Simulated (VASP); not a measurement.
# C (P6_3/mmc) in VASP: notebook

C is run at these levels: LDA; tasks: single point.

The COD entry that gives the cell may itself be a prediction, so a difference from it is no test against experiment.

Program: VASP 6.6.1. These are calculated values, not measurements. Logs are shortened: lines on timing, memory, paths and dates and some standing lists are left out, and cuts for length are marked.

## Step 1: The cell of the first run

It takes space group P6_3/mmc (No. 194, hexagonal). The conventional cell has a = 2.548 Å, b = 2.548 Å, c = 7.831 Å, α = 90.00°, β = 90.00°, γ = 120.00°. Within 1.8 Å of C (site symmetry 3m) lie 4 C at 1.36 to 1.58 Å. Within 1.9 Å of C (site symmetry 3m) lie 4 C at 1.41 to 1.58 Å.

## Step 2: Single point, LDA (mode 21 frozen in at -0.048 Å, strain +e along z and -e/2 along x and y -0.0467)

INCAR reads:

```
PREC     = Accurate       # precision mode
ENCUT    = 520            # plane-wave cutoff, eV
EDIFF    = 1E-6           # SCF threshold, eV
ISMEAR   = 0              # smearing method
SIGMA    = 0.05           # smearing width, eV
LREAL    = F              # projectors in reciprocal space
LASPH    = T              # aspherical terms in the spheres
NELM     = 60             # most SCF steps
ALGO     = Normal         # electronic algorithm
ISIF     = 2              # what is computed and relaxed
LWAVE    = F              # write WAVECAR
LCHARG   = T              # write CHGCAR
GGA      = CA             # functional
LELF     = T              # ELF
LVHAR    = T            
NBANDS   = 26             # bands
```

KPOINTS reads:

```
Automatic mesh
0
Gamma
  12 12 4
```

POSCAR reads:

```
C
1.0
    2.5477576841      0.0000000000      0.0000000000
   -1.2738788420      2.2064228771      0.0000000000
    0.0000000000      0.0000000000      7.8306598603
C
8
Direct
    0.0000000000      0.0000000000      0.0870930396
    0.0000000000      0.0000000000      0.5870930396
    0.0000000000      0.0000000000      0.4129069604
    0.0000000000      0.0000000000      0.9129069604
    0.3333333333      0.6666666667      0.1600876728
    0.6666666667      0.3333333333      0.6600876728
    0.3333333333      0.6666666667      0.3399123272
    0.6666666667      0.3333333333      0.8399123272
```

Potentials or basis: VASP PAW LDA potentials, release 64 (C).

Run with:

```bash
cat potpaw_LDA.64/C/POTCAR > POTCAR
mpirun -np 1 vasp_std > vasp.out
```

OUTCAR:

```text
PREC = Accurate
   ENCUT = 520
   EDIFF = 1E-6
   ISMEAR = 0
   LREAL = F
   LASPH = T
   NELM = 60
   ISIF = 2
   GGA = CA

 ion  position               nearest neighbor table
   1  0.000  0.000  0.087-   4 1.36   5 1.58   5 1.58   5 1.58
   2  0.000  0.000  0.587-   3 1.36   6 1.58   6 1.58   6 1.58
   3  0.000  0.000  0.413-   2 1.36   7 1.58   7 1.58   7 1.58
   4  0.000  0.000  0.913-   1 1.36   8 1.58   8 1.58   8 1.58
   5  0.333  0.667  0.160-   7 1.41   1 1.58   1 1.58   1 1.58
   6  0.667  0.333  0.660-   8 1.41   2 1.58   2 1.58   2 1.58
   7  0.333  0.667  0.340-   5 1.41   3 1.58   3 1.58   3 1.58
   8  0.667  0.333  0.840-   6 1.41   4 1.58   4 1.58   4 1.58

  LATTYP: Found a hexagonal cell.
 ALAT       =     2.5477576841
 C/A-ratio  =     3.0735496979

  Lattice vectors:

 A1 = (   2.5477576841,   0.0000000000,   0.0000000000)
 A2 = (  -1.2738788420,   2.2064228771,   0.0000000000)
 A3 = (   0.0000000000,   0.0000000000,   7.8306598603)

Analysis of symmetry for initial positions (statically):
=====================================================================
 Subroutine PRICEL returns:
 Original cell was already a primitive cell.

 Routine SETGRP: Setting up the symmetry group for a
 hexagonal supercell.

 Subroutine GETGRP returns: Found 24 space group operations
 (whereof 12 operations were pure point group operations)
 out of a pool of 24 trial point group operations.

The static configuration has the point symmetry D_3d.
 The point group associated with its full space group is D_6h.

Analysis of symmetry for dynamics (positions and initial velocities):
=====================================================================
 Subroutine PRICEL returns:
 Original cell was already a primitive cell.

 Routine SETGRP: Setting up the symmetry group for a
 hexagonal supercell.

 Subroutine GETGRP returns: Found 24 space group operations
 (whereof 12 operations were pure point group operations)
 out of a pool of 24 trial point group operations.

The dynamic configuration has the point symmetry D_3d.
 The point group associated with its full space group is D_6h.

 Subroutine INISYM returns: Found 24 space group operations
 (whereof 12 operations are pure point group operations),
 and found     1 'primitive' translations

----------------------------------------------------------------------------------------

                                     Primitive cell

  volume of cell :      44.0195

  direct lattice vectors                    reciprocal lattice vectors
     2.547757684  0.000000000  0.000000000     0.392502005  0.226611138  0.000000000
    -1.273878842  2.206422877  0.000000000     0.000000000  0.453222277  0.000000000
     0.000000000  0.000000000  7.830659860     0.000000000  0.000000000  0.127703159

  length of vectors
     2.547757684  2.547757684  7.830659860     0.453222277  0.453222277  0.127703159

  position of ions in fractional coordinates (direct lattice)
     0.000000000  0.000000000  0.087093040
     0.000000000  0.000000000  0.587093040
     0.000000000  0.000000000  0.412906960
     0.000000000  0.000000000  0.912906960
     0.333333333  0.666666667  0.160087673
     0.666666667  0.333333333  0.660087673
     0.333333333  0.666666667  0.339912327
     0.666666667  0.333333333  0.839912327

  ion indices of the primitive-cell ions
   primitive index   ion index
                 1           1
                 2           2
                 3           3
                 4           4
                 5           5
                 6           6
                 7           7
                 8           8

----------------------------------------------------------------------------------------

 KPOINTS: Automatic mesh

Automatic generation of k-mesh.
 Grid dimensions read from file:
 generate k-points for:   12   12    4

 Generating k-lattice:

  Cartesian coordinates                     Fractional coordinates (reciprocal lattice)
     0.032708500  0.018884262  0.000000000     0.083333333  0.000000000  0.000000000
     0.000000000  0.037768523  0.000000000     0.000000000  0.083333333  0.000000000
     0.000000000  0.000000000  0.031925790     0.000000000  0.000000000  0.250000000

  Length of vectors
     0.037768523  0.037768523  0.031925790

  Shift w.r.t. Gamma in fractional coordinates (k-lattice)
     0.000000000  0.000000000  0.000000000

 Subroutine IBZKPT returns following result:
 ===========================================

 Found     57 irreducible k-points:

 Following reciprocal coordinates:
            Coordinates               Weight
  0.000000  0.000000  0.000000      1.000000
  0.083333  0.000000  0.000000      6.000000
  0.166667 -0.000000  0.000000      6.000000
  0.250000  0.000000  0.000000      6.000000
  0.333333  0.000000  0.000000      6.000000
  0.416667  0.000000  0.000000      6.000000
[... 16 lines left out ...]
  0.250000  0.000000  0.250000     12.000000
  0.333333  0.000000  0.250000     12.000000
 [... further k-points ...]
   k-points           NKPTS =     57   k-points in BZ     NKDIM =     57   number of bands    NBANDS=     26
   number of dos      NEDOS =    301   number of ions     NIONS =      8
   total plane-waves  NPLWV =  24000
   dimension x,y,z NGX =    20 NGY =   20 NGZ =   60
   dimension x,y,z NGXF=    40 NGYF=   40 NGZF=  120
   ions per type =               8
   NGX,Y,Z   is equivalent  to a cutoff of  13.05, 13.05, 12.74 a.u.
   NGXF,Y,Z  is equivalent  to a cutoff of  26.10, 26.10, 25.48 a.u.
 SYSTEM =  unknown system
   PREC   = accura    normal or accurate (medium, high low for compatibility)
   ISTART =      0    job   : 0-new  1-cont  2-samecut
   ICHARG =      2    charge: 1-file 2-atom 10-const
   ISPIN  =      1    spin polarized calculation?
   LNONCOLLINEAR =      F non collinear calculations
   LSORBIT =      F    spin-orbit coupling
   LASPH  =      T    aspherical Exc in radial PAW
   ENCUT  =  520.0 eV  38.22 Ry    6.18 a.u.   4.74  4.74 14.56*2*pi/ulx,y,z
   NELM   =     60;   NELMIN=  2; NELMDL= -5     # of ELM steps
   EDIFF  = 0.1E-05   stopping-criterion for ELM
   LREAL  =      F    real-space projection
   EDIFFG = 0.1E-04   stopping-criterion for IOM
   NSW    =      0    number of steps for IOM
   IBRION =     -1    ionic relax: 0-MD 1-quasi-New 2-CG
   NFREE  =      0    steps in history (QN), initial steepest desc. (CG)
   ISIF   =      2    stress and relaxation
   ISYM   =      2    0-nonsym 1-usesym 2-fastsym
   POTIM  = 0.5000    time-step for ionic-motion
   TEBEG  =    0.0;   TEEND  =   0.0 temperature during run
   PSTRESS=    0.0 pullay stress
   NELECT =      32.0000    total number of electrons
   NUPDOWN=      -1.0000    fix difference up-down
   EMIN   =  10.00;   EMAX   =-10.00  energy-range for DOS
   EFERMI =   0.00;   METHOD = LEGACY
   ISMEAR =     0;   SIGMA  =   0.05  broadening in eV -4-tet -1-fermi 0-gaus
   EFERMI_NEDOS =   21; number of points for ismear=-14 and -15
   IALGO  =     38    algorithm
   IMIX   =      4    mixing-type and parameters
     AMIX     =   0.40;   BMIX     =  1.00
     AMIX_MAG =   1.60;   BMIX_MAG =  1.00
  volume/ion in A,a.u.               =       5.50        37.13
  Fermi-wavevector in a.u.,A,eV,Ry     =   1.472007  2.781689 29.481149  2.166803
  Thomas-Fermi vector in A             =   2.587074
   LORBIT       =      0    0 simple, 1 ext, 2 COOP (PROOUT), +10 PAW based schemes
   GGA     = CA    functional components
   LHFCALC =     F    Hartree Fock is set to
   AEXX    =    0.0000 exact exchange contribution
   IVDW    =     0    specifies the selected vdW correction
   LEPSILON=     F    determine dielectric tensor
   LRPA    =     F    only Hartree local field effects (RPA)
 non-spin polarized calculation
 Gauss-broadening in eV      SIGMA  =   0.05
  energy-cutoff  :      520.00
  volume of cell :       44.02
 maximum number of plane-waves:      1206
 NGX is ok and might be reduce to    20
   NGX =  9   NGY =  9   NGZ = 29

 number of electron      32.0000002 magnetization

 Free energy of the ion-electron system (eV)
  ---------------------------------------------------
  ext. energy  EPLUGINS =         0.00000000
  ---------------------------------------------------
  free energy    TOTEN  =       -79.39745296 eV

  energy without entropy =      -79.39745296  energy(sigma->0) =      -79.39745296

 E-fermi :  11.3295     XC(G=0): -13.6305

 val. band max:       11.1262042658   @ k =   0.0000   0.0000   0.0000
 cond. band min:      14.1389806828   @ k =   0.0000   0.0000   0.0000
 fundamental gap:      3.0127764170
 Fermi energy:        11.3295498650

 k-point     1 :       0.0000    0.0000    0.0000
  band No.  band energies     occupation
      1     -11.6436      2.00000
      2      -9.8790      2.00000
      3      -9.6406      2.00000
      4      -4.3938      2.00000
      5      -4.2553      2.00000
      6       3.4181      2.00000
[... 18 lines left out ...]
     25      18.3324      0.00000
     26      18.3791      0.00000

 k-point     2 :       0.0833    0.0000    0.0000
  band No.  band energies     occupation
      1     -11.4775      2.00000
      2      -9.7159      2.00000
      3      -9.4777      2.00000
      4      -4.2456      2.00000
      5      -4.1157      2.00000
      6       3.4302      2.00000
[... 18 lines left out ...]
     25      18.7701      0.00000
     26      18.9140      0.00000

 k-point     3 :       0.1667   -0.0000    0.0000
  band No.  band energies     occupation
      1     -10.9815      2.00000
      2      -9.2293      2.00000
      3      -8.9919      2.00000
      4      -3.8028      2.00000
      5      -3.7124      2.00000
      6       3.3068      2.00000
[... 572 lines left out ...]
 k-point    23 :       0.2500    0.0000    0.2500
  band No.  band energies     occupation
      1     -10.0466      2.00000
      2      -9.1229      2.00000
      3      -7.2839      2.00000
      4      -4.6569      2.00000
      5      -1.4538      2.00000
      6       1.3762      2.00000
[... 18 lines left out ...]
     25      21.6442      0.00000
     26      21.7170      0.00000

 k-point    24 :       0.3333    0.0000    0.2500
  band No.  band energies     occupation
      1      -8.9256      2.00000
      2      -8.0193      2.00000
      3      -6.2335      2.00000
      4      -3.7753      2.00000
      5      -1.3802      2.00000
      6      -0.2684      2.00000
[... 18 lines left out ...]
     25      22.2337      0.00000
     26      23.0041      0.00000

 [... further k-points ...]
[... 5 lines left out ...]
  --------------------------------------------------------------------------------------
  -------------------------------------------------------------------------------------
  Total       -7.5303105     -7.5303105     26.8942261     -0.0000000      0.0000000      0.0000000
  in kB     -274.0805597   -274.0805597    978.8686091     -0.0000000      0.0000000      0.0000000
  external PRESSURE =     143.5691632 kB  Pullay stress =       0.0000000 kB

 VOLUME and BASIS-vectors are now :
 -----------------------------------------------------------------------------
  energy-cutoff  :      520.00
  volume of cell :       44.02
      direct lattice vectors                 reciprocal lattice vectors
     2.547757684  0.000000000  0.000000000     0.392502005  0.226611138  0.000000000
    -1.273878842  2.206422877  0.000000000     0.000000000  0.453222277  0.000000000
     0.000000000  0.000000000  7.830659860     0.000000000  0.000000000  0.127703159

 POSITION                                       TOTAL-FORCE (eV/Angst)
 -----------------------------------------------------------------------------------
      0.00000      0.00000      0.68200        -0.000000      0.000000      5.720149
      0.00000      0.00000      4.59733         0.000000     -0.000000      5.720149
      0.00000      0.00000      3.23333        -0.000000      0.000000     -5.720149
      0.00000      0.00000      7.14866         0.000000     -0.000000     -5.720149
     -0.00000      1.47095      1.25359        -0.000000     -0.000000     -4.386394
      1.27388      0.73547      5.16892        -0.000000      0.000000     -4.386394
     -0.00000      1.47095      2.66174         0.000000      0.000000      4.386394
      1.27388      0.73547      6.57707         0.000000      0.000000      4.386394
 -----------------------------------------------------------------------------------
    total drift:                               -0.000000      0.000000      0.000000

  FREE ENERGIE OF THE ION-ELECTRON SYSTEM (eV)
  ---------------------------------------------------
  free  energy   TOTEN  =       -79.3974529583 eV

  energy  without entropy=      -79.3974529583  energy(sigma->0) =      -79.39745296
```

Run time: 59 s. Hardware: 1 thread of AMD EPYC 7R43 (Zen 3), shared host; peak memory 0.12 GiB.

Results:

- Free energy: -79.3975 eV
- Pressure: 14.4 GPa
- Largest force: 5.720 eV/Å
- Band gap on the k mesh: 3.01 eV, direct

Forces in eV/Å, atoms in the order of the input:
```
C    0.000  0.000  5.720
C    0.000  0.000  5.720
C    0.000  0.000 -5.720
C    0.000  0.000 -5.720
C    0.000  0.000 -4.386
C    0.000  0.000 -4.386
C    0.000  0.000  4.386
C    0.000  0.000  4.386
```

Caveat: the cell differs from its parent crystal (mode 21 frozen in at -0.048 Å, strain +e along z and -e/2 along x and y -0.0467); forces of over 1 eV/Å act on the atoms, so gaps and moduli don't describe the material at rest. A k mesh can miss the band edges.

(Continued in part 2 of 2.)
